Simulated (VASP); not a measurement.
# TiZn3 (Pm-3m) in VASP: further runs, part 3 of 3

VASP 6.6.1. Earlier steps stand in the parts before.

## Step 5: Electric field gradients, LDA (15.05 Å³/atom)

This run uses another cell than the first one, of 15.05 Å³/atom.

File INCAR:

```
ALGO = Normal
EDIFF = 1E-8
ENCUT = 520
GGA = CA
ISIF = 2
ISMEAR = -1
LASPH = T
LCHARG = F
LEFG = T
LREAL = F
LWAVE = F
NBANDS = 32
NELM = 60
PREC = Accurate
SIGMA = 0.05
```

File KPOINTS:

```
k-points
0
Gamma
  9 9 9
```

File POSCAR:

```
TiZn3
1.0
    3.9190487312      0.0000000000      0.0000000000
    0.0000000000      3.9190487312      0.0000000000
    0.0000000000      0.0000000000      3.9190487312
Ti Zn
1 3
Direct
    0.0000000000      0.0000000000      0.0000000000
    0.0000000000      0.5000000000      0.5000000000
    0.5000000000      0.0000000000      0.5000000000
    0.5000000000      0.5000000000      0.0000000000
```

Potentials or basis: VASP PAW LDA potentials, release 64 (Ti_sv, Zn).

Run with:

```
cat potpaw_LDA.64/Ti_sv/POTCAR potpaw_LDA.64/Zn/POTCAR > POTCAR
mpirun -np 1 vasp_std > vasp.out
```

OUTCAR:

```text
EDIFF = 1E-8
   ENCUT = 520
   GGA = CA
   ISIF = 2
   ISMEAR = -1
   LASPH = T
   LREAL = F
   NELM = 60
   PREC = Accurate

 ion  position               nearest neighbor table
   1  0.000  0.000  0.000-   2 2.77   3 2.77   4 2.77   2 2.77   3 2.77   2 2.77   4 2.77   2 2.77
                             3 2.77   4 2.77   3 2.77   4 2.77
   2  0.000  0.500  0.500-   1 2.77   3 2.77   4 2.77   1 2.77   4 2.77   1 2.77   3 2.77   1 2.77
                             3 2.77   4 2.77   4 2.77   3 2.77
   3  0.500  0.000  0.500-   1 2.77   2 2.77   4 2.77   1 2.77   4 2.77   2 2.77   4 2.77   4 2.77
                             1 2.77   2 2.77   1 2.77   2 2.77
   4  0.500  0.500  0.000-   1 2.77   2 2.77   3 2.77   2 2.77   3 2.77   1 2.77   3 2.77   3 2.77
                             1 2.77   2 2.77   2 2.77   1 2.77

  LATTYP: Found a simple cubic cell.
 ALAT       =     3.9190487312

  Lattice vectors:

 A1 = (   3.9190487312,   0.0000000000,   0.0000000000)
 A2 = (   0.0000000000,   3.9190487312,   0.0000000000)
 A3 = (   0.0000000000,   0.0000000000,   3.9190487312)

Analysis of symmetry for initial positions (statically):
=====================================================================
 Subroutine PRICEL returns:
 Original cell was already a primitive cell.

 Routine SETGRP: Setting up the symmetry group for a
 simple cubic supercell.

 Subroutine GETGRP returns: Found 48 space group operations
 (whereof 48 operations were pure point group operations)
 out of a pool of 48 trial point group operations.

The static configuration has the point symmetry O_h .

Analysis of symmetry for dynamics (positions and initial velocities):
=====================================================================
 Subroutine PRICEL returns:
 Original cell was already a primitive cell.

 Routine SETGRP: Setting up the symmetry group for a
 simple cubic supercell.

 Subroutine GETGRP returns: Found 48 space group operations
 (whereof 48 operations were pure point group operations)
 out of a pool of 48 trial point group operations.

The dynamic configuration has the point symmetry O_h .

 Subroutine INISYM returns: Found 48 space group operations
 (whereof 48 operations are pure point group operations),
 and found     1 'primitive' translations

----------------------------------------------------------------------------------------

                                     Primitive cell

  volume of cell :      60.1924

  direct lattice vectors                    reciprocal lattice vectors
     3.919048731  0.000000000  0.000000000     0.255163962  0.000000000  0.000000000
     0.000000000  3.919048731  0.000000000     0.000000000  0.255163962  0.000000000
     0.000000000  0.000000000  3.919048731     0.000000000  0.000000000  0.255163962

  length of vectors
     3.919048731  3.919048731  3.919048731     0.255163962  0.255163962  0.255163962

  position of ions in fractional coordinates (direct lattice)
     0.000000000  0.000000000  0.000000000
     0.000000000  0.500000000  0.500000000
     0.500000000  0.000000000  0.500000000
     0.500000000  0.500000000  0.000000000

[... 94 lines left out ...]
   EFERMI_NEDOS =   21; number of points for ismear=-14 and -15
   IALGO  =     38    algorithm
   IMIX   =      4    mixing-type and parameters
     AMIX     =   0.40;   BMIX     =  1.00
     AMIX_MAG =   1.60;   BMIX_MAG =  1.00
  volume/ion in A,a.u.               =      15.05       101.55
  Fermi-wavevector in a.u.,A,eV,Ry     =   1.518126  2.868843 31.357450  2.304708
  Thomas-Fermi vector in A             =   2.627289
   LORBIT       =      0    0 simple, 1 ext, 2 COOP (PROOUT), +10 PAW based schemes
   GGA     = CA    functional components
   LHFCALC =     F    Hartree Fock is set to
   AEXX    =    0.0000 exact exchange contribution
   IVDW    =     0    specifies the selected vdW correction
   LEPSILON=     F    determine dielectric tensor
   LRPA    =     F    only Hartree local field effects (RPA)
 non-spin polarized calculation
  energy-cutoff  :      520.00
  volume of cell :       60.19
 maximum number of plane-waves:      1647
 NGX is ok and might be reduce to    30
   NGX = 15   NGY = 15   NGZ = 15

 number of electron      47.9999938 magnetization

 Free energy of the ion-electron system (eV)
  ---------------------------------------------------
  ext. energy  EPLUGINS =         0.00000000
  ---------------------------------------------------
  free energy    TOTEN  =       -14.95847633 eV

  energy without entropy =      -14.93059222  energy(sigma->0) =      -14.94453427

 E-fermi :   4.1460     XC(G=0): -12.1037

 val. band max:        4.1191375571   @ k =   0.2222   0.1111   0.0000
 cond. band min:       4.1505543017   @ k =   0.2222   0.2222   0.0000
 fundamental gap:      0.0314167446
 Fermi energy:         4.1459618146

 k-point     1 :       0.0000    0.0000    0.0000
  band No.  band energies     occupation
      1     -51.9163      2.00000
      2     -28.5635      2.00000
      3     -28.5635      2.00000
      4     -28.5635      2.00000
      5      -5.0664      2.00000
      6      -3.5514      2.00000
[... 829 lines left out ...]
     31      10.8402      0.00000
     32      11.6662      0.00000

 [... further k-points ...]

------------------------ aborting loop because EDIFF is reached ----------------------------------------

  FORCE on cell =-STRESS in cart. coord.  units (eV):
  Direction    XX          YY          ZZ          XY          YZ          ZX
  --------------------------------------------------------------------------------------
  -------------------------------------------------------------------------------------
  Total       -3.2210918     -3.2210918     -3.2210918      0.0000000     -0.0000000      0.0000000
  in kB      -85.7376737    -85.7376737    -85.7376737      0.0000000     -0.0000000      0.0000000
  external PRESSURE =     -85.7376737 kB  Pullay stress =       0.0000000 kB

 VOLUME and BASIS-vectors are now :
 -----------------------------------------------------------------------------
  energy-cutoff  :      520.00
  volume of cell :       60.19
      direct lattice vectors                 reciprocal lattice vectors
     3.919048731  0.000000000  0.000000000     0.255163962  0.000000000  0.000000000
     0.000000000  3.919048731  0.000000000     0.000000000  0.255163962  0.000000000
     0.000000000  0.000000000  3.919048731     0.000000000  0.000000000  0.255163962

 POSITION                                       TOTAL-FORCE (eV/Angst)
 -----------------------------------------------------------------------------------
      0.00000      0.00000      0.00000         0.000000      0.000000      0.000000
      0.00000      1.95952      1.95952         0.000000      0.000000      0.000000
      1.95952      0.00000      1.95952         0.000000      0.000000      0.000000
      1.95952      1.95952      0.00000         0.000000      0.000000      0.000000
 -----------------------------------------------------------------------------------
    total drift:                                0.000000      0.000000     -0.000000

  FREE ENERGIE OF THE ION-ELECTRON SYSTEM (eV)
  ---------------------------------------------------
  free  energy   TOTEN  =       -14.9584763285 eV

  energy  without entropy=      -14.9305922164  energy(sigma->0) =      -14.94453427

 Electric field gradients (V/A^2)
---------------------------------------------------------------------
 ion       V_xx      V_yy      V_zz      V_xy      V_xz      V_yz
---------------------------------------------------------------------
   1       0.000     0.000    -0.000     0.000    -0.000    -0.000
   2      40.392   -20.196   -20.196     0.000    -0.000     0.000
   3     -20.196    40.392   -20.196     0.000     0.000    -0.000
   4     -20.196   -20.196    40.392     0.000     0.000    -0.000
---------------------------------------------------------------------

 Electric field gradients after diagonalization (V/A^2)
 (convention: |V_zz| > |V_xx| > |V_yy|)
----------------------------------------------------------------------
 ion       V_xx      V_yy      V_zz     asymmetry (V_yy - V_xx)/ V_zz
----------------------------------------------------------------------
   1       0.000     0.000    -0.000       0.151
   2     -20.196   -20.196    40.392       0.000
   3     -20.196   -20.196    40.392       0.000
   4     -20.196   -20.196    40.392       0.000
----------------------------------------------------------------------

           NMR quadrupolar parameters

 Cq : quadrupolar parameter    Cq=e*Q*V_zz/h
 eta: asymmetry parameters     (V_yy - V_xx)/ V_zz
 Q  : nuclear electric quadrupole moment in mb (millibarn)
----------------------------------------------------------------------
 ion       Cq(MHz)       eta       Q (mb)
----------------------------------------------------------------------
   1      -0.000       0.151       1.000
   2       0.098       0.000       1.000
   3       0.098       0.000       1.000
   4       0.098       0.000       1.000
----------------------------------------------------------------------
```

OSZICAR:

```text
N       E                     dE             d eps       ncg     rms          rms(c)
DAV:   1     0.353913215236E+03    0.35391E+03   -0.23287E+04  2272   0.227E+03
DAV:   2     0.122716900409E+02   -0.34164E+03   -0.32951E+03  2280   0.455E+02
DAV:   3    -0.159467118732E+02   -0.28218E+02   -0.27788E+02  2760   0.136E+02
DAV:   4    -0.168386977339E+02   -0.89199E+00   -0.88742E+00  2792   0.212E+01
DAV:   5    -0.168522093486E+02   -0.13512E-01   -0.13511E-01  2568   0.234E+00    0.105E+01
DAV:   6    -0.154444645654E+02    0.14077E+01   -0.80631E+00  2416   0.291E+01    0.536E+00
DAV:   7    -0.150661420071E+02    0.37832E+00   -0.19766E+00  2608   0.132E+01    0.386E+00
DAV:   8    -0.149726688494E+02    0.93473E-01   -0.25285E-01  2592   0.585E+00    0.129E+00
DAV:   9    -0.149600193225E+02    0.12650E-01   -0.44334E-02  2688   0.144E+00    0.388E-01
DAV:  10    -0.149585092171E+02    0.15101E-02   -0.61910E-03  2528   0.726E-01    0.154E-01
DAV:  11    -0.149586105817E+02   -0.10136E-03   -0.22936E-03  2416   0.396E-01    0.109E-01
DAV:  12    -0.149584772749E+02    0.13331E-03   -0.54828E-04  2424   0.263E-01    0.226E-02
DAV:  13    -0.149584790040E+02   -0.17292E-05   -0.12269E-05  2696   0.275E-02    0.155E-02
DAV:  14    -0.149584765305E+02    0.24735E-05   -0.61130E-06  2704   0.193E-02    0.330E-03
DAV:  15    -0.149584763313E+02    0.19923E-06   -0.14124E-06  2848   0.889E-03    0.115E-03
DAV:  16    -0.149584763285E+02    0.28213E-08   -0.68330E-08  2304   0.246E-03
   1 F= -.14958476E+02 E0= -.14944534E+02  d E =-.278841E-01
```

stdout:

```text
POSCAR found type information on POSCAR TiZn
 POSCAR found :  2 types and       4 ions
 scaLAPACK will be used
 LDA part: xc-table for (Slater(with rela. corr.)+CA(PZ))
 , standard interpolation
 POSCAR, INCAR and KPOINTS ok, starting setup
 FFT: planning ... GRIDC
 FFT: planning ... GRID_SOFT
 FFT: planning ... GRID
 WAVECAR not read
 entering main loop
ion   1

ion   2

ion   3

ion   4
```

It took 27 s on 1 thread of Intel Xeon 6975P-C (Granite Rapids), shared host; peak memory 0.18 GiB.

What came out:

* Free energy: -14.9585 eV
* Pressure: -8.6 GPa
* Band gap on the k mesh: zero (bands 24 and 25 overlap by 1.88 eV)
* Largest electric field gradient by atom: Ti +0.0; Zn +40.4 V/Å²

Levels at points of the mesh, in eV from the Fermi level:
```
           k point  band 22  band 23  band 24  band 25  band 26  band 27
(0.00, 0.00, 0.00)    -0.75     0.28     0.28     0.28     1.50     1.50
```

Electric field gradients, principal values (V/Å²):
```tsv
atom	least	middle	greatest (by size)
1 Ti	0.000	0.000	0.000
2 Zn	-20.196	-20.196	40.392
3 Zn	-20.196	-20.196	40.392
4 Zn	-20.196	-20.196	40.392
```

Caveat: the cell stands under tension; without QUAD_EFG the Cq values of the log hold for a quadrupole moment of 1 mb, not for the nuclei.

The gap in the log of VASP goes by the Fermi energy; the results here count the filled bands.